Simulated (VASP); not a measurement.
# BP (P4/mmm) in VASP: notebook

BP is run at these levels: PBE; tasks: relaxation of cell and atoms.

Program: VASP 6.6.1. These are calculated values, not measurements. Logs are shortened: lines on timing, memory, paths and dates and some standing lists are left out, and cuts for length are marked.

## Step 1: The cell of the first run

The structure is tetragonal, space group P4/mmm (No. 123). Conventional cell: a = 2.970 Å, b = 2.970 Å, c = 3.297 Å, α = 90.00°, β = 90.00°, γ = 90.00°. Within 3.5 Å of B (site symmetry 4/mmm) lie 8 P at 2.67 Å and 6 B at 2.97 to 3.30 Å. P (site symmetry 4/mmm) has 8 B at 2.67 Å and 6 P at 2.97 to 3.30 Å within 3.5 Å.

## Step 2: Relaxation of cell and atoms, PBE

File INCAR:

```
SYSTEM = BP
  PREC = Accurate
  ENCUT = 600
  EDIFF = 1E-7
  ISMEAR = 0
  SIGMA = 0.1
  LREAL = .False.
  LASPH = .True.
  NELM = 60
  ALGO = Normal
  ISIF = 3
  LWAVE = .False.
  LCHARG = .False.
  GGA = PE
  IBRION = 2
  NSW = 90
  EDIFFG = -0.04
```

File KPOINTS:

```
Automatic mesh
0
Gamma
  6 6 6
  0 0 0
```

File POSCAR:

```
BP
1.0
    2.9704699200      0.0000000000      0.0000000000
    0.0000000000      2.9704699200      0.0000000000
    0.0000000000      0.0000000000      3.2973869900
B P
1 1
Direct
    0.0000000000      0.0000000000      0.0000000000
    0.5000000000      0.5000000000      0.5000000000
```

Potentials or basis: VASP PAW PBE potentials, release 64 (B, P).

Launch:

```sh
$ cat potpaw_PBE.64/B/POTCAR potpaw_PBE.64/P/POTCAR > POTCAR
$ mpirun -np 1 vasp_std > vasp.out
```

OUTCAR:

```text
SYSTEM = BP
   PREC = Accurate
   ENCUT = 600
   EDIFF = 1E-7
   ISMEAR = 0
   LREAL = .False.
   LASPH = .True.
   NELM = 60
   ISIF = 3
   GGA = PE
   IBRION = 2
   NSW = 90
   EDIFFG = -0.04

 ion  position               nearest neighbor table
   1  0.000  0.000  0.000-
   2  0.500  0.500  0.500-

  LATTYP: Found a simple tetragonal cell.
 ALAT       =     2.9704699200
 C/A-ratio  =     1.1100556743

  Lattice vectors:

 A1 = (   2.9704699200,   0.0000000000,   0.0000000000)
 A2 = (   0.0000000000,   2.9704699200,   0.0000000000)
 A3 = (   0.0000000000,   0.0000000000,   3.2973869900)

Analysis of symmetry for initial positions (statically):
=====================================================================
 Subroutine PRICEL returns:
 Original cell was already a primitive cell.

 Routine SETGRP: Setting up the symmetry group for a
 simple tetragonal supercell.

 Subroutine GETGRP returns: Found 16 space group operations
 (whereof 16 operations were pure point group operations)
 out of a pool of 16 trial point group operations.

The static configuration has the point symmetry D_4h.

Analysis of symmetry for dynamics (positions and initial velocities):
=====================================================================
 Subroutine PRICEL returns:
 Original cell was already a primitive cell.

 Routine SETGRP: Setting up the symmetry group for a
 simple tetragonal supercell.

 Subroutine GETGRP returns: Found 16 space group operations
 (whereof 16 operations were pure point group operations)
 out of a pool of 16 trial point group operations.

The dynamic configuration has the point symmetry D_4h.

 Subroutine INISYM returns: Found 16 space group operations
 (whereof 16 operations are pure point group operations),
 and found     1 'primitive' translations

----------------------------------------------------------------------------------------

                                     Primitive cell

  volume of cell :      29.0951

  direct lattice vectors                    reciprocal lattice vectors
     2.970469920  0.000000000  0.000000000     0.336647072  0.000000000  0.000000000
     0.000000000  2.970469920  0.000000000     0.000000000  0.336647072  0.000000000
     0.000000000  0.000000000  3.297386990     0.000000000  0.000000000  0.303270439

  length of vectors
     2.970469920  2.970469920  3.297386990     0.336647072  0.336647072  0.303270439

  position of ions in fractional coordinates (direct lattice)
     0.000000000  0.000000000  0.000000000
     0.500000000  0.500000000  0.500000000

  ion indices of the primitive-cell ions
   primitive index   ion index
                 1           1
                 2           2

----------------------------------------------------------------------------------------

 KPOINTS: Automatic mesh

Automatic generation of k-mesh.
 Grid dimensions read from file:
 generate k-points for:    6    6    6

 Generating k-lattice:

  Cartesian coordinates                     Fractional coordinates (reciprocal lattice)
     0.056107845  0.000000000  0.000000000     0.166666667  0.000000000  0.000000000
     0.000000000  0.056107845  0.000000000     0.000000000  0.166666667  0.000000000
     0.000000000  0.000000000  0.050545073     0.000000000  0.000000000  0.166666667

  Length of vectors
     0.056107845  0.056107845  0.050545073

  Shift w.r.t. Gamma in fractional coordinates (k-lattice)
     0.000000000  0.000000000  0.000000000

 Subroutine IBZKPT returns following result:
 ===========================================

 Found     40 irreducible k-points:

 Following reciprocal coordinates:
            Coordinates               Weight
  0.000000  0.000000  0.000000      1.000000
  0.166667  0.000000  0.000000      4.000000
  0.333333  0.000000  0.000000      4.000000
  0.500000  0.000000  0.000000      2.000000
  0.166667  0.166667  0.000000      4.000000
  0.333333  0.166667  0.000000      8.000000
[... 16 lines left out ...]
  0.333333  0.000000  0.333333      8.000000
  0.500000  0.000000  0.333333      4.000000
 [... further k-points ...]
   k-points           NKPTS =     40   k-points in BZ     NKDIM =     40   number of bands    NBANDS=      8
   number of dos      NEDOS =    301   number of ions     NIONS =      2
   total plane-waves  NPLWV =  16128
   dimension x,y,z NGX =    24 NGY =   24 NGZ =   28
   dimension x,y,z NGXF=    48 NGYF=   48 NGZF=   56
   ions per type =               1   1
   NGX,Y,Z   is equivalent  to a cutoff of  13.43, 13.43, 14.12 a.u.
   NGXF,Y,Z  is equivalent  to a cutoff of  26.86, 26.86, 28.23 a.u.
 SYSTEM =  BP
   PREC   = accura    normal or accurate (medium, high low for compatibility)
   ISTART =      0    job   : 0-new  1-cont  2-samecut
   ICHARG =      2    charge: 1-file 2-atom 10-const
   ISPIN  =      1    spin polarized calculation?
   LNONCOLLINEAR =      F non collinear calculations
   LSORBIT =      F    spin-orbit coupling
   LASPH  =      T    aspherical Exc in radial PAW
   ENCUT  =  600.0 eV  44.10 Ry    6.64 a.u.   5.93  5.93  6.59*2*pi/ulx,y,z
   NELM   =     60;   NELMIN=  2; NELMDL= -5     # of ELM steps
   EDIFF  = 0.1E-06   stopping-criterion for ELM
   LREAL  =      F    real-space projection
   EDIFFG = -.4E-01   stopping-criterion for IOM
   NSW    =     90    number of steps for IOM
   IBRION =      2    ionic relax: 0-MD 1-quasi-New 2-CG
   NFREE  =      1    steps in history (QN), initial steepest desc. (CG)
   ISIF   =      3    stress and relaxation
   ISYM   =      2    0-nonsym 1-usesym 2-fastsym
   POTIM  = 0.5000    time-step for ionic-motion
   TEBEG  =    0.0;   TEEND  =   0.0 temperature during run
   PSTRESS=    0.0 pullay stress
   NELECT =       8.0000    total number of electrons
   NUPDOWN=      -1.0000    fix difference up-down
   EMIN   =  10.00;   EMAX   =-10.00  energy-range for DOS
   EFERMI =   0.00;   METHOD = LEGACY
   ISMEAR =     0;   SIGMA  =   0.10  broadening in eV -4-tet -1-fermi 0-gaus
   EFERMI_NEDOS =   21; number of points for ismear=-14 and -15
   IALGO  =     38    algorithm
   IMIX   =      4    mixing-type and parameters
     AMIX     =   0.40;   BMIX     =  1.00
     AMIX_MAG =   1.60;   BMIX_MAG =  1.00
  volume/ion in A,a.u.               =      14.55        98.17
  Fermi-wavevector in a.u.,A,eV,Ry     =   1.064547  2.011702 15.418936  1.133260
  Thomas-Fermi vector in A             =   2.200069
   LORBIT       =      0    0 simple, 1 ext, 2 COOP (PROOUT), +10 PAW based schemes
   GGA     = PE    functional components
   LHFCALC =     F    Hartree Fock is set to
   AEXX    =    0.0000 exact exchange contribution
   IVDW    =     0    specifies the selected vdW correction
   LEPSILON=     F    determine dielectric tensor
   LRPA    =     F    only Hartree local field effects (RPA)
 conjugate gradient relaxation of ions
 non-spin polarized calculation
 Gauss-broadening in eV      SIGMA  =   0.10
  energy-cutoff  :      600.00
  volume of cell :       29.10
 maximum number of plane-waves:       988
 NGX is ok and might be reduce to    24
   NGX = 11   NGY = 11   NGZ = 13

--------------------------------------- Ionic step        1  -------------------------------------------

 number of electron       7.9999999 magnetization

 Free energy of the ion-electron system (eV)
  ---------------------------------------------------
  ext. energy  EPLUGINS =         0.00000000
  ---------------------------------------------------
  free energy    TOTEN  =        -8.39533743 eV

  energy without entropy =       -8.38729833  energy(sigma->0) =       -8.39131788

------------------------ aborting loop because EDIFF is reached ----------------------------------------

  FORCE on cell =-STRESS in cart. coord.  units (eV):
  Direction    XX          YY          ZZ          XY          YZ          ZX
  --------------------------------------------------------------------------------------
  -------------------------------------------------------------------------------------
  Total       -3.8587566     -3.8587566     -4.0031652      0.0000000      0.0000000      0.0000000
  in kB     -212.4896255   -212.4896255   -220.4417515      0.0000000      0.0000000      0.0000000
  external PRESSURE =    -215.1403342 kB  Pullay stress =       0.0000000 kB
[... 21 lines left out ...]
  energy  without entropy=       -8.3872983318  energy(sigma->0) =       -8.39131788

--------------------------------------- Ionic step        2  -------------------------------------------

 number of electron       8.0000000 magnetization

 E-fermi :   9.2338     XC(G=0): -11.7846

 val. band max:        9.1932918780   @ k =   0.1667   0.1667   0.5000
 cond. band min:       9.2522763536   @ k =   0.3333   0.3333   0.3333
 fundamental gap:      0.0589844756
 Fermi energy:         9.2338449352

 k-point     1 :       0.0000    0.0000    0.0000
  band No.  band energies     occupation
      1      -7.2967      2.00000
      2       6.2546      2.00000
      3       9.0917      1.95559
      4       9.0917      1.95559
      5       9.3631      0.06757
      6      14.2324      0.00000
      7      14.2789      0.00000
      8      18.8383      0.00000
[... 358 lines left out ...]
  energy  without entropy=       -9.2359519380  energy(sigma->0) =       -9.23775233

--------------------------------------- Ionic step        5  -------------------------------------------

 number of electron       8.0000000 magnetization

 Free energy of the ion-electron system (eV)
  ---------------------------------------------------
  ext. energy  EPLUGINS =         0.00000000
  ---------------------------------------------------
  free energy    TOTEN  =        -9.24026563 eV

  energy without entropy =       -9.23624729  energy(sigma->0) =       -9.23825646

 E-fermi :  10.3356     XC(G=0): -12.1047

 val. band max:       10.1627588499   @ k =   0.1667   0.1667   0.5000
 cond. band min:      10.3446291817   @ k =   0.5000   0.5000   0.3333
 fundamental gap:      0.1818703318
 Fermi energy:        10.3356364396

 k-point     1 :       0.0000    0.0000    0.0000
  band No.  band energies     occupation
      1      -7.0862      2.00000
      2       7.1572      2.00000
      3      10.0063      2.00000
      4      10.0063      2.00000
      5      10.9432      0.00000
      6      15.0587      0.00000
      7      15.2458      0.00000
      8      20.6528      0.00000
[... 282 lines left out ...]
  FREE ENERGIE OF THE ION-ELECTRON SYSTEM (eV)
  ---------------------------------------------------
  free  energy   TOTEN  =        -9.2402656283 eV

  energy  without entropy=       -9.2362472941  energy(sigma->0) =       -9.23825646

 reached required accuracy - stopping structural energy minimisation
```

It took 38 s on 1 thread of AMD EPYC 7R13 (Zen 3), shared host; peak memory 0.11 GiB.

Results:

| Quantity | Value |
| --- | --- |
| Free energy | -9.2403 eV |
| Relaxed volume | 10.03 Å³/atom |
| Relaxed cell | a = 2.634 Å, b = 2.634 Å, c = 2.893 Å, α = 90.00°, β = 90.00°, γ = 90.00° |
| Space group after relaxing (to 0.05 Å) | P4/mmm (No. 123) |
| Energy gained by relaxing | 422.5 meV/atom |
| Ionic steps | 5 |
| Pressure after relaxing | -0.3 GPa |

The path:
| step | energy change (eV) | largest force (eV/Å) | pressure (GPa) | volume (Å³) |
| --- | --- | --- | --- | --- |
| 1 | 0.0000 | 0.0000 | -21.51 | 29.10 |
| 2 | -0.7975 | 0.0000 | -8.64 | 21.62 |
| 3 | -0.8447 | 0.0000 | -0.08 | 20.03 |
| 4 | -0.8442 | 0.0000 | 1.02 | 19.87 |
| 5 | -0.8449 | 0.0000 | -0.32 | 20.06 |

Final structure:
```yaml
crystal:
  lattice:
    - [2.63354, 0.00000, 0.00000]
    - [0.00000, 2.63354, 0.00000]
    - [0.00000, 0.00000, 2.89296]
  atoms:
    - { symbol: B, position: [0.00000, 0.00000, 0.00000] }
    - { symbol: P, position: [0.50000, 0.50000, 0.50000] }
```

Levels at points of the mesh, in eV from the Fermi level:
```tsv
k point	band 2	band 3	band 4	band 5	band 6	band 7
(0.00, 0.00, 0.00)	-3.18	-0.33	-0.33	0.61	4.72	4.91
(0.50, 0.00, 0.00)	-11.51	1.27	1.65	3.64	3.68	4.45
(0.50, 0.50, 0.00)	-8.01	-8.01	-5.66	3.97	4.17	6.57
(0.00, 0.00, 0.50)	-12.07	3.12	3.12	3.64	3.64	5.62
(0.50, 0.00, 0.50)	-8.68	-8.30	-6.60	5.38	5.98	8.57
(0.50, 0.50, 0.50)	-4.34	-4.34	-3.43	-3.43	-3.25	-3.08
```

Caveat: the volume moved by over 15 % at a fixed basis, so the end points are rough; the bands computed are all filled at some k points, so no gap is given.

## Step 3: Relaxation of cell and atoms, PBE

This run uses another cell than the first one, of 10.02 Å³/atom, 0.689 times its volume.

File INCAR:

```
SYSTEM = BP
ALGO = Normal
EDIFF = 1E-6
EDIFFG = -0.01
ENCUT = 600
GGA = PE
IBRION = 2
ISIF = 3
ISMEAR = 0
LASPH = .TRUE.
LCHARG = .FALSE.
LREAL = .FALSE.
LWAVE = .FALSE.
NELM = 80
NSW = 100
PREC = Accurate
SIGMA = 0.1
```

File KPOINTS:

```
k-points
0
G
  20 20 20
  0 0 0
```

File POSCAR:

```
BP
1.0
    2.6319475368      0.0000000000      0.0000000000
    0.0000000000      2.6319475368      0.0000000000
    0.0000000000      0.0000000000      2.8943167240
B P
1 1
Direct
    0.0000000000      0.0000000000      0.0000000000
    0.5000000000      0.5000000000      0.5000000000
```

Potentials or basis: VASP PAW PBE potentials, release 64 (B, P).

Launch:

```sh
$ cat potpaw_PBE.64/B/POTCAR potpaw_PBE.64/P/POTCAR > POTCAR
$ mpirun -np 1 vasp_std > vasp.out
```

OUTCAR:

```text
SYSTEM = BP
   EDIFF = 1E-6
   EDIFFG = -0.01
   ENCUT = 600
   GGA = PE
   IBRION = 2
   ISIF = 3
   ISMEAR = 0
   LASPH = .TRUE.
   LREAL = .FALSE.
   NELM = 80
   NSW = 100
   PREC = Accurate

 ion  position               nearest neighbor table
   1  0.000  0.000  0.000-   2 2.36   2 2.36   2 2.36   2 2.36   2 2.36   2 2.36   2 2.36   2 2.36

   2  0.500  0.500  0.500-   1 2.36   1 2.36   1 2.36   1 2.36   1 2.36   1 2.36   1 2.36   1 2.36

  LATTYP: Found a simple tetragonal cell.
 ALAT       =     2.6319475368
 C/A-ratio  =     1.0996863287

  Lattice vectors:

 A1 = (   2.6319475368,   0.0000000000,   0.0000000000)
 A2 = (   0.0000000000,   2.6319475368,   0.0000000000)
 A3 = (   0.0000000000,   0.0000000000,   2.8943167240)

Analysis of symmetry for initial positions (statically):
=====================================================================
 Subroutine PRICEL returns:
 Original cell was already a primitive cell.

 Routine SETGRP: Setting up the symmetry group for a
 simple tetragonal supercell.

 Subroutine GETGRP returns: Found 16 space group operations
 (whereof 16 operations were pure point group operations)
 out of a pool of 16 trial point group operations.

The static configuration has the point symmetry D_4h.

Analysis of symmetry for dynamics (positions and initial velocities):
=====================================================================
 Subroutine PRICEL returns:
 Original cell was already a primitive cell.

 Routine SETGRP: Setting up the symmetry group for a
 simple tetragonal supercell.

 Subroutine GETGRP returns: Found 16 space group operations
 (whereof 16 operations were pure point group operations)
 out of a pool of 16 trial point group operations.

The dynamic configuration has the point symmetry D_4h.

 Subroutine INISYM returns: Found 16 space group operations
[... 124 lines left out ...]
   AEXX    =    0.0000 exact exchange contribution
   IVDW    =     0    specifies the selected vdW correction
   LEPSILON=     F    determine dielectric tensor
   LRPA    =     F    only Hartree local field effects (RPA)
 conjugate gradient relaxation of ions
 non-spin polarized calculation
 Gauss-broadening in eV      SIGMA  =   0.10
  energy-cutoff  :      600.00
  volume of cell :       20.05
 maximum number of plane-waves:       690
 NGX is ok and might be reduce to    24
   NGX = 11   NGY = 11   NGZ = 11

--------------------------------------- Ionic step        1  -------------------------------------------

 number of electron       8.0000000 magnetization

 Free energy of the ion-electron system (eV)
  ---------------------------------------------------
  ext. energy  EPLUGINS =         0.00000000
  ---------------------------------------------------
  free energy    TOTEN  =        -9.22794215 eV

  energy without entropy =       -9.22413250  energy(sigma->0) =       -9.22603733

------------------------ aborting loop because EDIFF is reached ----------------------------------------

  FORCE on cell =-STRESS in cart. coord.  units (eV):
  Direction    XX          YY          ZZ          XY          YZ          ZX
  --------------------------------------------------------------------------------------
  -------------------------------------------------------------------------------------
  Total        0.2355028      0.2355028     -0.6931576      0.0000000      0.0000000      0.0000000
  in kB       18.8194190     18.8194190    -55.3913621      0.0000000      0.0000000      0.0000000
  external PRESSURE =      -5.9175080 kB  Pullay stress =       0.0000000 kB
[... 203 lines left out ...]
--------------------------------------- Ionic step        7  -------------------------------------------

 number of electron       8.0000000 magnetization

 Free energy of the ion-electron system (eV)
  ---------------------------------------------------
  ext. energy  EPLUGINS =         0.00000000
  ---------------------------------------------------
  free energy    TOTEN  =        -9.24936998 eV

  energy without entropy =       -9.24561641  energy(sigma->0) =       -9.24749320

 E-fermi :  10.1412     XC(G=0): -12.1241

 val. band max:       10.1388278644   @ k =   0.2500   0.1000   0.3000
 cond. band min:      10.1423637179   @ k =   0.2000   0.1500   0.4500
 fundamental gap:      0.0035358535
 Fermi energy:        10.1412139636

 k-point     1 :       0.0000    0.0000    0.0000
  band No.  band energies     occupation
      1      -7.0686      2.00000
      2       8.4813      2.00000
      3       9.3147      2.00000
      4       9.3147      2.00000
      5      12.1833      0.00000
      6      14.4946      0.00000
      7      14.6661      0.00000
      8      20.9126      0.00000
[... 243 lines left out ...]
 k-point    24 :       0.2000    0.1000    0.0000
  band No.  band energies     occupation
      1      -6.1429      2.00000
      2       5.0226      2.00000
      3       8.2867      2.00000
      4       9.3693      2.00000
      5      13.3665      0.00000
      6      16.6683      0.00000
      7      17.8898      0.00000
      8      18.5360      0.00000

 [... further k-points ...]
[... 5 lines left out ...]
  --------------------------------------------------------------------------------------
  -------------------------------------------------------------------------------------
  Total        0.0010894      0.0010894     -0.0042828      0.0000000      0.0000000      0.0000000
  in kB        0.0873371      0.0873371     -0.3433441      0.0000000      0.0000000      0.0000000
  external PRESSURE =      -0.0562233 kB  Pullay stress =       0.0000000 kB
[... 17 lines left out ...]
  FREE ENERGIE OF THE ION-ELECTRON SYSTEM (eV)
  ---------------------------------------------------
  free  energy   TOTEN  =        -9.2493699826 eV

  energy  without entropy=       -9.2456164087  energy(sigma->0) =       -9.24749320

 reached required accuracy - stopping structural energy minimisation
```

Run time: 7.4 min. Hardware: 1 thread of AMD EPYC 7R13 (Zen 3), shared host; peak memory 0.23 GiB.

What came out:

```
Free energy                            : -9.2494 eV
Relaxed volume                         : 9.99 Å³/atom
Relaxed cell                           : a = 2.690 Å, b = 2.690 Å, c = 2.763 Å, α = 90.00°, β = 90.00°, γ = 90.00°
Space group after relaxing (to 0.05 Å) : P4/mmm (No. 123)
Energy gained by relaxing              : 10.7 meV/atom
Ionic steps                            : 7
Pressure after relaxing                : 0.0 GPa
```

Step by step:
```csv
step,energy change (eV),largest force (eV/Å),pressure (GPa),volume (Å³)
1,0.0000,0.0000,-0.59,20.05
2,-0.0116,0.0000,0.22,19.94
3,-0.0160,0.0000,0.75,19.87
4,-0.0199,0.0000,1.86,19.71
5,-0.0200,0.0000,1.69,19.73
6,-0.0212,0.0000,-0.74,20.10
7,-0.0214,0.0000,-0.01,19.99
```

Final structure:
```
CELL_PARAMETERS angstrom
2.68970 0.00000 0.00000
0.00000 2.68970 0.00000
0.00000 0.00000 2.76252
ATOMIC_POSITIONS crystal
B 0.00000 0.00000 0.00000
P 0.50000 0.50000 0.50000
```

Caveat: the bands computed are all filled at some k points, so no gap is given.
